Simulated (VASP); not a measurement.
# AlCo (P-6m2) in VASP: a series of runs

Runs on AlCo. Level: PBE. Tasks: single point, relaxation of cell and atoms.

All numbers are computed with VASP 6.6.1; they aren't measurements. Logs are shortened: lines on timing, memory, paths and dates and some standing lists are left out, and cuts for length are marked.

### 1 The cell of the first run

It takes space group P-6m2 (No. 187, hexagonal). Conventional cell: a = 2.736 Å, b = 2.736 Å, c = 3.796 Å, α = 90.00°, β = 90.00°, γ = 120.00°. Al (site symmetry -6m2) has 6 Co at 2.47 Å and 6 Al at 2.74 Å within 3.3 Å. Co (site symmetry -6m2) has 6 Al at 2.47 Å and 6 Co at 2.74 Å within 3.3 Å.

### 2 Single point, PBE, collinear spin, ferromagnetic start

INCAR

```
  PREC = Accurate
  ENCUT = 520
  EDIFF = 1E-6
  ISMEAR = 0
  SIGMA = 0.1
  LREAL = False
  LASPH = True
  NELM = 150
  ALGO = Fast
  ISIF = 2
  LWAVE = False
  LCHARG = True
  ISPIN = 2
  MAGMOM = 0 0.92
  LORBIT = 11
  LMAXMIX = 4
  GGA = PE
  LELF = True
  LVHAR = True
  NBANDS = 17
```

KPOINTS

```
regular mesh
0
Gamma
  24 24 14
```

POSCAR

```
AlCo
1.0
    2.7355997085      0.0000000000      0.0000000000
   -1.3677998542      2.3690988422      0.0000000000
    0.0000000000      0.0000000000      3.7961718126
Al Co
1 1
Direct
    0.6666666667      0.3333333333      0.0000000000
    0.0000000000      0.0000000000      0.5000000000
```

Potentials or basis: VASP PAW PBE potentials, release 64 (Al, Co).

Launch:

```console
$ cat potpaw_PBE.64/Al/POTCAR potpaw_PBE.64/Co/POTCAR > POTCAR
$ mpirun -np 1 vasp_std > vasp.out
```

OUTCAR:

```text
PREC = Accurate
   ENCUT = 520
   EDIFF = 1E-6
   ISMEAR = 0
   LREAL = False
   LASPH = True
   NELM = 150
   ISIF = 2
   ISPIN = 2
   LORBIT = 11
   GGA = PE

 ion  position               nearest neighbor table
   1  0.667  0.333  0.000-   2 2.47   2 2.47   2 2.47   2 2.47   2 2.47   2 2.47
   2  0.000  0.000  0.500-   1 2.47   1 2.47   1 2.47   1 2.47   1 2.47   1 2.47

  LATTYP: Found a hexagonal cell.
 ALAT       =     2.7355997085
 C/A-ratio  =     1.3876927245

  Lattice vectors:

 A1 = (   2.7355997085,   0.0000000000,   0.0000000000)
 A2 = (  -1.3677998542,   2.3690988422,   0.0000000000)
 A3 = (   0.0000000000,   0.0000000000,   3.7961718126)

Analysis of symmetry for initial positions (statically):
=====================================================================
 Subroutine PRICEL returns:
 Original cell was already a primitive cell.

 Routine SETGRP: Setting up the symmetry group for a
 hexagonal supercell.

 Subroutine GETGRP returns: Found 12 space group operations
 (whereof 12 operations were pure point group operations)
 out of a pool of 24 trial point group operations.

The static configuration has the point symmetry D_3h.

Analysis of symmetry for dynamics (positions and initial velocities):
=====================================================================
 Subroutine PRICEL returns:
 Original cell was already a primitive cell.

 Routine SETGRP: Setting up the symmetry group for a
 hexagonal supercell.

 Subroutine GETGRP returns: Found 12 space group operations
 (whereof 12 operations were pure point group operations)
 out of a pool of 24 trial point group operations.

The dynamic configuration has the point symmetry D_3h.

Analysis of structural, dynamic, and magnetic symmetry:
=====================================================================
 Subroutine PRICEL returns:
 Original cell was already a primitive cell.

 Routine SETGRP: Setting up the symmetry group for a
 hexagonal supercell.

 Subroutine GETGRP returns: Found 12 space group operations
 (whereof 12 operations were pure point group operations)
 out of a pool of 24 trial point group operations.

The overall configuration has the point symmetry D_3h.

 Subroutine INISYM returns: Found 12 space group operations
 (whereof 12 operations are pure point group operations),
 and found     1 'primitive' translations

----------------------------------------------------------------------------------------

                                     Primitive cell

  volume of cell :      24.6026

  direct lattice vectors                    reciprocal lattice vectors
     2.735599709  0.000000000  0.000000000     0.365550558  0.211050713  0.000000000
    -1.367799854  2.369098842  0.000000000     0.000000000  0.422101426  0.000000000
     0.000000000  0.000000000  3.796171813     0.000000000  0.000000000  0.263423272

  length of vectors
     2.735599709  2.735599709  3.796171813     0.422101426  0.422101426  0.263423272

  position of ions in fractional coordinates (direct lattice)
     0.666666667  0.333333333  0.000000000
     0.000000000  0.000000000  0.500000000

  ion indices of the primitive-cell ions
   primitive index   ion index
                 1           1
                 2           2

----------------------------------------------------------------------------------------

 KPOINTS: regular mesh

Automatic generation of k-mesh.
 Grid dimensions read from file:
 generate k-points for:   24   24   14

 Generating k-lattice:

  Cartesian coordinates                     Fractional coordinates (reciprocal lattice)
     0.015231273  0.008793780  0.000000000     0.041666667  0.000000000  0.000000000
     0.000000000  0.017587559  0.000000000     0.000000000  0.041666667  0.000000000
     0.000000000  0.000000000  0.018815948     0.000000000  0.000000000  0.071428571

  Length of vectors
     0.017587559  0.017587559  0.018815948

  Shift w.r.t. Gamma in fractional coordinates (k-lattice)
     0.000000000  0.000000000  0.000000000

 Subroutine IBZKPT returns following result:
 ===========================================

 Found    488 irreducible k-points:

 Following reciprocal coordinates:
            Coordinates               Weight
  0.000000  0.000000  0.000000      1.000000
  0.041667  0.000000  0.000000      6.000000
  0.083333  0.000000  0.000000      6.000000
  0.125000 -0.000000  0.000000      6.000000
  0.166667 -0.000000  0.000000      6.000000
  0.208333  0.000000  0.000000      6.000000
[... 16 lines left out ...]
  0.416667  0.041667  0.000000     12.000000
  0.458333  0.041667  0.000000     12.000000
 [... further k-points ...]
   k-points           NKPTS =    488   k-points in BZ     NKDIM =    488   number of bands    NBANDS=     17
   number of dos      NEDOS =    301   number of ions     NIONS =      2
   total plane-waves  NPLWV =  11200
   dimension x,y,z NGX =    20 NGY =   20 NGZ =   28
   dimension x,y,z NGXF=    40 NGYF=   40 NGZF=   56
   ions per type =               1   1
   NGX,Y,Z   is equivalent  to a cutoff of  12.15, 12.15, 12.26 a.u.
   NGXF,Y,Z  is equivalent  to a cutoff of  24.31, 24.31, 24.52 a.u.
 SYSTEM =  unknown system
   PREC   = accura    normal or accurate (medium, high low for compatibility)
   ISTART =      0    job   : 0-new  1-cont  2-samecut
   ICHARG =      2    charge: 1-file 2-atom 10-const
   ISPIN  =      2    spin polarized calculation?
   LNONCOLLINEAR =      F non collinear calculations
   LSORBIT =      F    spin-orbit coupling
   LASPH  =      T    aspherical Exc in radial PAW
   ENCUT  =  520.0 eV  38.22 Ry    6.18 a.u.   5.09  5.09  7.06*2*pi/ulx,y,z
   NELM   =    150;   NELMIN=  2; NELMDL= -5     # of ELM steps
   EDIFF  = 0.1E-05   stopping-criterion for ELM
   LREAL  =      F    real-space projection
[... 7 lines left out ...]
   TEBEG  =    0.0;   TEEND  =   0.0 temperature during run
   PSTRESS=    0.0 pullay stress
   NELECT =      12.0000    total number of electrons
   NUPDOWN=      -1.0000    fix difference up-down
   EMIN   =  10.00;   EMAX   =-10.00  energy-range for DOS
   EFERMI =   0.00;   METHOD = LEGACY
   ISMEAR =     0;   SIGMA  =   0.10  broadening in eV -4-tet -1-fermi 0-gaus
   EFERMI_NEDOS =   21; number of points for ismear=-14 and -15
   IALGO  =     68    algorithm
   IMIX   =      4    mixing-type and parameters
     AMIX     =   0.40;   BMIX     =  1.00
     AMIX_MAG =   1.60;   BMIX_MAG =  1.00
  volume/ion in A,a.u.               =      12.30        83.01
  Fermi-wavevector in a.u.,A,eV,Ry     =   1.288669  2.435231 22.594757  1.660668
  Thomas-Fermi vector in A             =   2.420609
   LORBIT       =     11    0 simple, 1 ext, 2 COOP (PROOUT), +10 PAW based schemes
   GGA     = PE    functional components
   LHFCALC =     F    Hartree Fock is set to
   AEXX    =    0.0000 exact exchange contribution
   IVDW    =     0    specifies the selected vdW correction
   LEPSILON=     F    determine dielectric tensor
   LRPA    =     F    only Hartree local field effects (RPA)
 spin polarized calculation
 RMM-DIIS sequential band-by-band and
 Gauss-broadening in eV      SIGMA  =   0.10
  energy-cutoff  :      520.00
  volume of cell :       24.60
 maximum number of plane-waves:       681
   NGX = 11   NGY = 11   NGZ = 15

 number of electron      11.9999999 magnetization       0.6523596

 Free energy of the ion-electron system (eV)
  ---------------------------------------------------
  ext. energy  EPLUGINS =         0.00000000
  ---------------------------------------------------
  free energy    TOTEN  =       -11.45467570 eV

  energy without entropy =      -11.44849926  energy(sigma->0) =      -11.45158748

 E-fermi :   9.5758     XC(G=0): -11.9666

 val. band max:        9.5745572434   @ k =   0.2917   0.0000   0.2857
 cond. band min:       9.5767504110   @ k =   0.0833   0.0417   0.0714
 fundamental gap:      0.0021931676
 Fermi energy:         9.5758131660

 spin component 1

 k-point     1 :       0.0000    0.0000    0.0000
  band No.  band energies     occupation
      1      -1.0351      1.00000
      2       6.2372      1.00000
      3       7.8245      1.00000
      4       7.8245      1.00000
      5       8.5712      1.00000
      6       8.7808      1.00000
[... 9 lines left out ...]
     16      30.0099      0.00000
     17      34.2579      0.00000

 k-point     2 :       0.0417    0.0000    0.0000
  band No.  band energies     occupation
      1      -0.9885      1.00000
      2       6.2637      1.00000
      3       7.8062      1.00000
      4       7.8441      1.00000
      5       8.3222      1.00000
      6       8.7750      1.00000
[... 9 lines left out ...]
     16      29.9375      0.00000
     17      34.5198      0.00000
[... 421 lines left out ...]
 k-point    24 :       0.4583    0.0417    0.0000
  band No.  band energies     occupation
      1       4.2355      1.00000
      2       5.7344      1.00000
      3       6.7485      1.00000
      4       6.8110      1.00000
      5       8.4217      1.00000
      6       9.1661      1.00000
[... 9 lines left out ...]
     16      29.6561      0.00000
     17      34.3580      0.00000

 [... further k-points ...]

 spin component 2

 k-point     1 :       0.0000    0.0000    0.0000
  band No.  band energies     occupation
      1      -1.0603      1.00000
      2       6.6209      1.00000
      3       8.5106      1.00000
      4       8.7135      1.00000
      5       8.7135      1.00000
      6       9.3016      0.99995
[... 9 lines left out ...]
     16      29.9393      0.00000
     17      34.1607      0.00000

 k-point     2 :       0.0417    0.0000    0.0000
  band No.  band energies     occupation
      1      -1.0136      1.00000
      2       6.6493      1.00000
      3       8.4035      1.00000
      4       8.6916      1.00000
      5       8.7344      1.00000
      6       9.2954      0.99996
[... 9 lines left out ...]
     16      29.8697      0.00000
     17      34.4427      0.00000
[... 421 lines left out ...]
 k-point    24 :       0.4583    0.0417    0.0000
  band No.  band energies     occupation
      1       4.3425      1.00000
      2       5.7506      1.00000
      3       7.0931      1.00000
      4       7.4241      1.00000
      5       8.9155      1.00000
      6      10.1640      0.00000
[... 9 lines left out ...]
     16      29.6139      0.00000
     17      34.4428      0.00000

 [... further k-points ...]
[... 5 lines left out ...]
  --------------------------------------------------------------------------------------
  -------------------------------------------------------------------------------------
  Total        0.0103960      0.0103960     -0.0489261      0.0000000      0.0000000     -0.0000000
  in kB        0.6770095      0.6770095     -3.1861766      0.0000000      0.0000000     -0.0000000
  external PRESSURE =      -0.6107192 kB  Pullay stress =       0.0000000 kB

 VOLUME and BASIS-vectors are now :
 -----------------------------------------------------------------------------
  energy-cutoff  :      520.00
  volume of cell :       24.60
      direct lattice vectors                 reciprocal lattice vectors
     2.735599709  0.000000000  0.000000000     0.365550558  0.211050713  0.000000000
    -1.367799854  2.369098842  0.000000000     0.000000000  0.422101426  0.000000000
     0.000000000  0.000000000  3.796171813     0.000000000  0.000000000  0.263423272

 POSITION                                       TOTAL-FORCE (eV/Angst)
 -----------------------------------------------------------------------------------
      1.36780      0.78970      0.00000        -0.000000      0.000000      0.000000
      0.00000      0.00000      1.89809         0.000000      0.000000      0.000000
 -----------------------------------------------------------------------------------
    total drift:                               -0.000000      0.000000      0.000000

  FREE ENERGIE OF THE ION-ELECTRON SYSTEM (eV)
  ---------------------------------------------------
  free  energy   TOTEN  =       -11.4546757036 eV

  energy  without entropy=      -11.4484992588  energy(sigma->0) =      -11.45158748

 total charge

# of ion       s       p       d       tot
------------------------------------------
    1        0.419   0.420   0.000   0.839
    2        0.429   0.476   7.406   8.310
--------------------------------------------------
tot          0.848   0.896   7.406   9.149

 magnetization (x)

# of ion       s       p       d       tot
------------------------------------------
    1       -0.003  -0.009   0.000  -0.012
    2       -0.002  -0.007   0.714   0.705
--------------------------------------------------
tot         -0.005  -0.016   0.714   0.693
```

Wall time 11 min (1 thread of Oxide Virtual Turin-like, shared host); peak memory 0.36 GiB.

Results:

```
Free energy                                           : -11.4547 eV
Pressure                                              : -0.1 GPa
Net moment                                            : 0.65 μB per cell
Site moments                                          : Al -0.01; Co +0.70 μB
Valence electrons inside the program's atomic spheres : Al 0.84; Co 8.31
```

### 3 Relaxation of cell and atoms, PBE, collinear spin, ferromagnetic start

INCAR

```
SYSTEM = AlCo
ALGO     = Fast           ! electronic algorithm
EDIFF    = 1E-7           ! SCF threshold, eV
EDIFFG   = -0.01          ! ionic threshold
ENCUT    = 600            ! plane-wave cutoff, eV
GGA      = PE             ! functional
IBRION   = 2              ! ionic algorithm
ISIF     = 3              ! what is computed and relaxed
ISMEAR   = 0              ! smearing method
ISPIN    = 2              ! spin polarisation
LASPH    = .True.         ! aspherical terms in the spheres
LCHARG   = .False.        ! write CHGCAR
LMAXMIX  = 4              ! l up to which the mixer works
LORBIT   = 11             ! projections on sites
LREAL    = .False.        ! projectors in reciprocal space
LWAVE    = .False.        ! write WAVECAR
MAGMOM   = 0 0.92         ! initial moments
NELM     = 150            ! most SCF steps
NSW      = 100            ! ionic steps
PREC     = Accurate       ! precision mode
SIGMA    = 0.1            ! smearing width, eV
```

KPOINTS

```
k-points
0
Gamma
  24 24 14
  0 0 0
```

POSCAR

```
AlCo
1.0
    2.7298654969      0.0000000000      0.0000000000
   -1.3649327484      2.3641328692      0.0000000000
    0.0000000000      0.0000000000      3.8172041189
Al Co
1 1
Direct
    0.6666666667      0.3333333333      0.0000000000
    0.0000000000      0.0000000000      0.5000000000
```

Potentials or basis: VASP PAW PBE potentials, release 64 (Al, Co).

Launch:

```console
$ cat potpaw_PBE.64/Al/POTCAR potpaw_PBE.64/Co/POTCAR > POTCAR
$ mpirun -np 1 vasp_std > vasp.out
```

Run time: 16 min. Hardware: 1 thread of Oxide Virtual Turin-like, shared host; peak memory 0.36 GiB.

It converged, with:

| Property | Result |
| --- | --- |
| Free energy | -11.4546 eV |
| Relaxed volume | 12.30 Å³/atom |
| Relaxed cell | a = 2.737 Å, b = 2.737 Å, c = 3.790 Å, α = 90.00°, β = 90.00°, γ = 120.00° |
| Space group after relaxing (to 0.1 Å) | P-6m2 (No. 187) |
| Energy gained by relaxing | 0.5 meV/atom |
| Ionic steps | 4 |
| Pressure after relaxing | 0.0 GPa |
| Net moment | 0.65 μB per cell |
| Site moments | Al -0.01; Co +0.70 μB |
| Valence electrons inside the program's atomic spheres | Al 0.84; Co 8.31 |

The path:
| step | energy change (eV) | largest force (eV/Å) | pressure (GPa) | volume (Å³) |
| --- | --- | --- | --- | --- |
| 1 | 0.0000 | 0.0000 | -0.51 | 24.64 |
| 2 | -0.0008 | 0.0000 | 0.56 | 24.50 |
| 3 | -0.0008 | 0.0000 | 0.45 | 24.51 |
| 4 | -0.0010 | 0.0000 | -0.04 | 24.60 |

Final structure:
```
CELL_PARAMETERS angstrom
2.73748 0.00000 0.00000
-1.36874 2.37072 0.00000
0.00000 0.00000 3.78990
ATOMIC_POSITIONS crystal
Al 0.66667 0.33333 0.00000
Co 0.00000 0.00000 0.50000
```

Levels at points of the mesh, in eV from the Fermi level:
Spin up:
```tsv
k point	band 4	band 5	band 6	band 7	band 8	band 9
(0.00, 0.00, 0.00)	-1.75	-0.98	-0.80	-0.80	3.77	13.14
(0.50, 0.00, 0.00)	-2.78	-1.13	-0.41	0.97	5.18	6.67
(0.00, 0.00, 0.50)	-1.74	-1.74	-0.90	-0.90	10.83	14.46
(0.50, 0.00, 0.50)	-1.41	-1.30	-0.69	-0.41	2.14	3.20
```
Spin down:
```
           k point  band 2  band 3  band 4  band 5  band 6  band 7  band 8  band 9  band 10
(0.00, 0.00, 0.00)   -2.95   -1.04   -0.87   -0.87   -0.28   -0.28    4.10   13.13    13.13
(0.50, 0.00, 0.00)   -3.98   -2.50   -2.16   -0.64    0.59    1.65    5.14    6.70     7.87
(0.00, 0.00, 0.50)   -6.87   -1.31   -0.85   -0.85   -0.39   -0.39   10.76   14.44    14.44
(0.50, 0.00, 0.50)   -2.99   -2.87   -0.83   -0.80   -0.69    0.59    2.45    3.65    10.27
```
